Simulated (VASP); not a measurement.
# SiO2 in VASP: further runs

SiO2 is run at these levels: PBE+D3(BJ); tasks: single point.

Everything below comes from runs of VASP 6.6.1. Logs are shortened: lines on timing, memory, paths and dates and some standing lists are left out, and cuts for length are marked.

**1. The cell of the first run**

The cell holds a sheet with vacuum, 6 atoms: a = 3.334 Å, b = 3.334 Å, c = 29.981 Å, α = 90.00°, β = 90.00°, γ = 90.00°.

**2. Single point, PBE+D3(BJ)**

INCAR reads:

```
SYSTEM = SiO2
  PREC = Accurate
  ENCUT = 520
  EDIFF = 1E-7
  ISMEAR = 0
  SIGMA = 0.1
  LREAL = .False.
  LASPH = .True.
  NELM = 60
  ALGO = Normal
  ISIF = 2
  LWAVE = .False.
  LCHARG = .False.
  LDIPOL = .True.
  IDIPOL = 3
  DIPOL = 0.5 0.5 0.300
  GGA = PE
  IVDW = 12
  NBANDS = 25
```

KPOINTS reads:

```
Automatic mesh
0
Gamma
  12 12 1
  0 0 0
```

POSCAR reads:

```
SiO2
1.0
    3.3344272876      0.0000000000      0.0000000000
    0.0000000000      3.3344272876      0.0000000000
    0.0000000000      0.0000000000     29.9813375200
Si O
2 4
Direct
    0.0000000000      0.0000000000      0.2362799273
    0.0000000000      0.0000000000      0.3640935547
    0.0000000000      0.5000000000      0.2361623319
    0.5000000000      0.0000000000      0.2361623319
    0.0000000000      0.5000000000      0.3642111500
    0.5000000000      0.0000000000      0.3642111500
```

Potentials or basis: VASP PAW PBE potentials, release 64 (Si, O).

Run with:

```sh
> cat potpaw_PBE.64/Si/POTCAR potpaw_PBE.64/O/POTCAR > POTCAR
> mpirun -np 1 vasp_std > vasp.out
```

OUTCAR:

```text
SYSTEM = SiO2
   PREC = Accurate
   ENCUT = 520
   EDIFF = 1E-7
   ISMEAR = 0
   LREAL = .False.
   LASPH = .True.
   NELM = 60
   ISIF = 2
   GGA = PE
   IVDW = 12
 IVDW          = 12

 ion  position               nearest neighbor table
   1  0.000  0.000  0.236-   3 1.67   4 1.67   3 1.67   4 1.67
   2  0.000  0.000  0.364-   5 1.67   6 1.67   5 1.67   6 1.67
   3  0.000  0.500  0.236-   1 1.67   1 1.67
   4  0.500  0.000  0.236-   1 1.67   1 1.67
   5  0.000  0.500  0.364-   2 1.67   2 1.67
   6  0.500  0.000  0.364-   2 1.67   2 1.67

  LATTYP: Found a simple tetragonal cell.
 ALAT       =     3.3344272876
 C/A-ratio  =     8.9914503853

  Lattice vectors:

 A1 = (   3.3344272876,   0.0000000000,   0.0000000000)
 A2 = (   0.0000000000,   3.3344272876,   0.0000000000)
 A3 = (   0.0000000000,   0.0000000000,  29.9813375200)

Analysis of symmetry for initial positions (statically):
=====================================================================
 Subroutine PRICEL returns:
 Original cell was already a primitive cell.

 Routine SETGRP: Setting up the symmetry group for a
 simple tetragonal supercell.

 Subroutine GETGRP returns: Found 16 space group operations
 (whereof  8 operations were pure point group operations)
 out of a pool of 16 trial point group operations.

The static configuration has the point symmetry C_4v.
 The point group associated with its full space group is D_4h.

Analysis of symmetry for dynamics (positions and initial velocities):
=====================================================================
 Subroutine PRICEL returns:
 Original cell was already a primitive cell.

 Routine SETGRP: Setting up the symmetry group for a
 simple tetragonal supercell.

 Subroutine GETGRP returns: Found 16 space group operations
 (whereof  8 operations were pure point group operations)
 out of a pool of 16 trial point group operations.

The dynamic configuration has the point symmetry C_4v.
 The point group associated with its full space group is D_4h.

 Subroutine INISYM returns: Found 16 space group operations
 (whereof  8 operations are pure point group operations),
 and found     1 'primitive' translations

----------------------------------------------------------------------------------------

                                     Primitive cell

  volume of cell :     333.3447

  direct lattice vectors                    reciprocal lattice vectors
     3.334427288  0.000000000  0.000000000     0.299901576  0.000000000  0.000000000
     0.000000000  3.334427288  0.000000000     0.000000000  0.299901576  0.000000000
     0.000000000  0.000000000 29.981337520     0.000000000  0.000000000  0.033354082

  length of vectors
     3.334427288  3.334427288 29.981337520     0.299901576  0.299901576  0.033354082

  position of ions in fractional coordinates (direct lattice)
     0.000000000  0.000000000  0.236279927
     0.000000000  0.000000000  0.364093555
     0.000000000  0.500000000  0.236162332
     0.500000000  0.000000000  0.236162332
     0.000000000  0.500000000  0.364211150
     0.500000000  0.000000000  0.364211150

  ion indices of the primitive-cell ions
   primitive index   ion index
                 1           1
                 2           2
                 3           3
                 4           4
                 5           5
                 6           6

----------------------------------------------------------------------------------------

 KPOINTS: Automatic mesh

Automatic generation of k-mesh.
 Grid dimensions read from file:
 generate k-points for:   12   12    1

 Generating k-lattice:

  Cartesian coordinates                     Fractional coordinates (reciprocal lattice)
     0.024991798  0.000000000  0.000000000     0.083333333  0.000000000  0.000000000
     0.000000000  0.024991798  0.000000000     0.000000000  0.083333333  0.000000000
     0.000000000  0.000000000  0.033354082     0.000000000  0.000000000  1.000000000

  Length of vectors
     0.024991798  0.024991798  0.033354082

  Shift w.r.t. Gamma in fractional coordinates (k-lattice)
     0.000000000  0.000000000  0.000000000

 Subroutine IBZKPT returns following result:
 ===========================================

 Found     28 irreducible k-points:

 Following reciprocal coordinates:
            Coordinates               Weight
  0.000000  0.000000  0.000000      1.000000
  0.083333  0.000000  0.000000      4.000000
  0.166667  0.000000  0.000000      4.000000
  0.250000  0.000000  0.000000      4.000000
  0.333333  0.000000  0.000000      4.000000
  0.416667  0.000000  0.000000      4.000000
[... 16 lines left out ...]
  0.333333  0.333333  0.000000      4.000000
  0.416667  0.333333  0.000000      8.000000
 [... further k-points ...]
   k-points           NKPTS =     28   k-points in BZ     NKDIM =     28   number of bands    NBANDS=     25
   number of dos      NEDOS =    301   number of ions     NIONS =      6
   total plane-waves  NPLWV = 175616
   dimension x,y,z NGX =    28 NGY =   28 NGZ =  224
   dimension x,y,z NGXF=    56 NGYF=   56 NGZF=  448
   ions per type =               2   4
   NGX,Y,Z   is equivalent  to a cutoff of  13.96, 13.96, 12.42 a.u.
   NGXF,Y,Z  is equivalent  to a cutoff of  27.92, 27.92, 24.84 a.u.
 SYSTEM =  SiO2
   PREC   = accura    normal or accurate (medium, high low for compatibility)
   ISTART =      0    job   : 0-new  1-cont  2-samecut
   ICHARG =      2    charge: 1-file 2-atom 10-const
   ISPIN  =      1    spin polarized calculation?
   LNONCOLLINEAR =      F non collinear calculations
   LSORBIT =      F    spin-orbit coupling
   LASPH  =      T    aspherical Exc in radial PAW
   ENCUT  =  520.0 eV  38.22 Ry    6.18 a.u.   6.20  6.20 55.75*2*pi/ulx,y,z
   NELM   =     60;   NELMIN=  2; NELMDL= -5     # of ELM steps
   EDIFF  = 0.1E-06   stopping-criterion for ELM
   LREAL  =      F    real-space projection
   EDIFFG = 0.1E-05   stopping-criterion for IOM
   NSW    =      0    number of steps for IOM
   IBRION =     -1    ionic relax: 0-MD 1-quasi-New 2-CG
   NFREE  =      0    steps in history (QN), initial steepest desc. (CG)
   ISIF   =      2    stress and relaxation
   ISYM   =      2    0-nonsym 1-usesym 2-fastsym
   POTIM  = 0.5000    time-step for ionic-motion
   TEBEG  =    0.0;   TEEND  =   0.0 temperature during run
   PSTRESS=    0.0 pullay stress
   NELECT =      32.0000    total number of electrons
   NUPDOWN=      -1.0000    fix difference up-down
   EMIN   =  10.00;   EMAX   =-10.00  energy-range for DOS
   EFERMI =   0.00;   METHOD = LEGACY
   ISMEAR =     0;   SIGMA  =   0.10  broadening in eV -4-tet -1-fermi 0-gaus
   EFERMI_NEDOS =   21; number of points for ismear=-14 and -15
   IALGO  =     38    algorithm
   IMIX   =      4    mixing-type and parameters
     AMIX     =   0.40;   BMIX     =  1.00
     AMIX_MAG =   1.60;   BMIX_MAG =  1.00
  volume/ion in A,a.u.               =      55.56       374.92
  Fermi-wavevector in a.u.,A,eV,Ry     =   0.749596  1.416530  7.645025  0.561893
  Thomas-Fermi vector in A             =   1.846152
   LORBIT       =      0    0 simple, 1 ext, 2 COOP (PROOUT), +10 PAW based schemes
   GGA     = PE    functional components
   LHFCALC =     F    Hartree Fock is set to
   AEXX    =    0.0000 exact exchange contribution
   IVDW    =    12    specifies the selected vdW correction
   LEPSILON=     F    determine dielectric tensor
   LRPA    =     F    only Hartree local field effects (RPA)
 non-spin polarized calculation
 Gauss-broadening in eV      SIGMA  =   0.10
  energy-cutoff  :      520.00
  volume of cell :      333.34
 maximum number of plane-waves:      9020
 NGX is ok and might be reduce to    28
   NGX = 13   NGY = 13   NGZ =111

 dipolmoment           0.000000      0.000000     -0.000001 electrons x Angstroem

 number of electron      32.0000015 magnetization

 dipolmoment           0.000000      0.000000      0.000000 electrons x Angstroem

 Free energy of the ion-electron system (eV)
  ---------------------------------------------------
  ext. energy  EPLUGINS =         0.00000000
  ---------------------------------------------------
  free energy    TOTEN  =       -40.75265134 eV

  energy without entropy =      -40.74685034  energy(sigma->0) =      -40.74975084

 E-fermi :  -1.7736     XC(G=0):  -2.4886

 val. band max:       -1.7882476751   @ k =   0.5000   0.4167   0.0000
 cond. band min:      -1.7141621523   @ k =   0.0833   0.0833   0.0000
 fundamental gap:      0.0740855228
 Fermi energy:        -1.7736125492

 k-point     1 :       0.0000    0.0000    0.0000
  band No.  band energies     occupation
      1     -23.3976      2.00000
      2     -23.3696      2.00000
      3     -19.7518      2.00000
      4     -19.7431      2.00000
      5     -10.3990      2.00000
      6     -10.3990      2.00000
[... 17 lines left out ...]
     24       3.1218      0.00000
     25       3.2576      0.00000

 k-point     2 :       0.0833    0.0000    0.0000
  band No.  band energies     occupation
      1     -23.3451      2.00000
      2     -23.3174      2.00000
      3     -19.8222      2.00000
      4     -19.8133      2.00000
      5     -10.4132      2.00000
      6     -10.3902      2.00000
[... 17 lines left out ...]
     24       3.1755      0.00000
     25       3.3346      0.00000

 k-point     3 :       0.1667    0.0000    0.0000
  band No.  band energies     occupation
      1     -23.1901      2.00000
      2     -23.1632      2.00000
      3     -20.0267      2.00000
      4     -20.0168      2.00000
      5     -10.4460      2.00000
      6     -10.4154      2.00000
[... 552 lines left out ...]
 k-point    23 :       0.3333    0.3333    0.0000
  band No.  band energies     occupation
      1     -21.9892      2.00000
      2     -21.9691      2.00000
      3     -20.9964      2.00000
      4     -20.9830      2.00000
      5     -13.1599      2.00000
      6     -13.1037      2.00000
[... 17 lines left out ...]
     24       5.2806      0.00000
     25       5.7511      0.00000

 k-point    24 :       0.4167    0.3333    0.0000
  band No.  band energies     occupation
      1     -21.7137      2.00000
      2     -21.6956      2.00000
      3     -21.1798      2.00000
      4     -21.1656      2.00000
      5     -13.5014      2.00000
      6     -13.4429      2.00000
[... 17 lines left out ...]
     24       6.0503      0.00000
     25       6.1304      0.00000

 [... further k-points ...]

------------------------ aborting loop because EDIFF is reached ----------------------------------------

 vacuum level on the upper side and lower side of the slab       (xc-potential included)        -0.007        -0.007

 Edisp (eV)   -0.58619

 E8    (eV) :    -0.2076

  FORCE on cell =-STRESS in cart. coord.  units (eV):
  Direction    XX          YY          ZZ          XY          YZ          ZX
  --------------------------------------------------------------------------------------
  -------------------------------------------------------------------------------------
  Total       0.19747     0.19747    -0.09076     0.00000     0.00000     0.00000
  in kB       0.94909     0.94909    -0.43625     0.00000     0.00000     0.00000
  external pressure =        0.49 kB  Pullay stress =        0.00 kB

 VOLUME and BASIS-vectors are now :
 -----------------------------------------------------------------------------
  energy-cutoff  :      520.00
  volume of cell :      333.34
      direct lattice vectors                 reciprocal lattice vectors
     3.334427288  0.000000000  0.000000000     0.299901576  0.000000000  0.000000000
     0.000000000  3.334427288  0.000000000     0.000000000  0.299901576  0.000000000
     0.000000000  0.000000000 29.981337520     0.000000000  0.000000000  0.033354082

 POSITION                                       TOTAL-FORCE (eV/Angst)
 -----------------------------------------------------------------------------------
      0.00000      0.00000      7.08399        -0.000000      0.000000      0.011185
      0.00000      0.00000     10.91601        -0.000000      0.000000     -0.011185
      0.00000      1.66721      7.08046        -0.000000      0.000000     -0.006786
      1.66721      0.00000      7.08046        -0.000000      0.000000     -0.006786
      0.00000      1.66721     10.91954         0.000000     -0.000000      0.006786
      1.66721      0.00000     10.91954        -0.000000      0.000000      0.006786
 -----------------------------------------------------------------------------------
    total drift:                                0.000000      0.000000      0.000001

  FREE ENERGIE OF THE ION-ELECTRON SYSTEM (eV)
  ---------------------------------------------------
  free  energy   TOTEN  =       -41.3388402042 eV

  energy  without entropy=      -41.3330392102  energy(sigma->0) =      -41.33593971

 vacuum level on the upper side and lower side of the slab         1.712         1.712
```

It took 11 min on 1 thread of Intel Xeon 8259CL, shared host; peak memory 0.54 GiB.

What came out:

```
Free energy                : -41.3388 eV
Largest force              : 0.011 eV/Å
Band gap on the k mesh     : zero (bands 16 and 17 overlap by 0.43 eV)
Dispersion energy per atom : -0.098 eV
```

Forces in eV/Å, atoms in the order of the input:
```
Si   0.000  0.000  0.011
Si   0.000  0.000 -0.011
O    0.000  0.000 -0.007
O    0.000  0.000 -0.007
O    0.000  0.000  0.007
O    0.000  0.000  0.007
```

Levels at points of the mesh, in eV from the Fermi level:
| k point | band 14 | band 15 | band 16 | band 17 | band 18 | band 19 |
| --- | --- | --- | --- | --- | --- | --- |
| (0.00, 0.00, 0.00) | -1.62 | -1.61 | -1.61 | -0.33 | 0.81 | 3.10 |
| (0.50, 0.00, 0.00) | -3.19 | -3.17 | -3.16 | 2.18 | 3.31 | 3.37 |
| (0.50, 0.50, 0.00) | -3.89 | 0.10 | 0.10 | 0.22 | 1.44 | 4.41 |

**3. Single point, PBE+D3(BJ)**

This run uses another cell than the first one.

INCAR reads:

```
SYSTEM = SiO2
PREC = Accurate
ENCUT = 520
EDIFF = 1E-6
ISMEAR = 0
SIGMA = 0.1
LREAL = .False.
LASPH = .True.
NELM = 80
ALGO = Normal
ISIF = 2
LWAVE = .False.
LCHARG = .False.
LDIPOL = .True.
IDIPOL = 3
DIPOL = 0.5 0.5 0.286
GGA = PE
IVDW = 12
NBANDS = 25
```

KPOINTS reads:

```
regular mesh
0
Gamma
  12 12 1
  0 0 0
```

POSCAR reads:

```
SiO2
1.0
    3.3344992003      0.0000000000      0.0000000000
    0.0000000000      3.3344992003      0.0000000000
    0.0000000000      0.0000000000     31.4781496690
Si O
2 4
Direct
    0.0000000000      0.0000000000      0.2246909733
    0.0000000000      0.0000000000      0.3471342512
    0.0000000000      0.5000000000      0.2245742776
    0.5000000000      0.0000000000      0.2245742776
    0.0000000000      0.5000000000      0.3472509468
    0.5000000000      0.0000000000      0.3472509468
```

Potentials or basis: VASP PAW PBE potentials, release 64 (Si, O).

Run with:

```sh
> cat potpaw_PBE.64/Si/POTCAR potpaw_PBE.64/O/POTCAR > POTCAR
> mpirun -np 1 vasp_std > vasp.out
```

Wall time 11 min (1 thread of Intel Xeon 8259CL, shared host); peak memory 0.56 GiB.

It converged, with:

```yaml
Free_energy: -41.3388 eV
Largest_force: 0.010 eV/Å
Band_gap_on_the_k_mesh: zero (bands 16 and 17 overlap by 0.42 eV)
Dispersion_energy_per_atom: -0.097 eV
```

Forces on the atoms (eV/Å):
```
Si   0.000  0.000  0.010
Si   0.000  0.000 -0.010
O    0.000  0.000 -0.004
O    0.000  0.000 -0.004
O    0.000  0.000  0.004
O    0.000  0.000  0.004
```

Levels at points of the mesh, in eV from the Fermi level:
```tsv
k point	band 12	band 13	band 14	band 15	band 16	band 17	band 18	band 19	band 20	band 21
(0.00, 0.00, 0.00)	-2.39	-1.62	-1.62	-1.61	-1.61	-0.32	0.79	3.10	3.28	3.58
(0.50, 0.00, 0.00)	-4.07	-3.21	-3.19	-3.17	-3.17	2.19	3.30	3.37	4.88	6.09
(0.50, 0.50, 0.00)	-4.10	-3.89	-3.89	0.10	0.10	0.23	1.42	4.41	5.97	8.26
```

The gap in the log of VASP goes by the Fermi energy; the results here count the filled bands.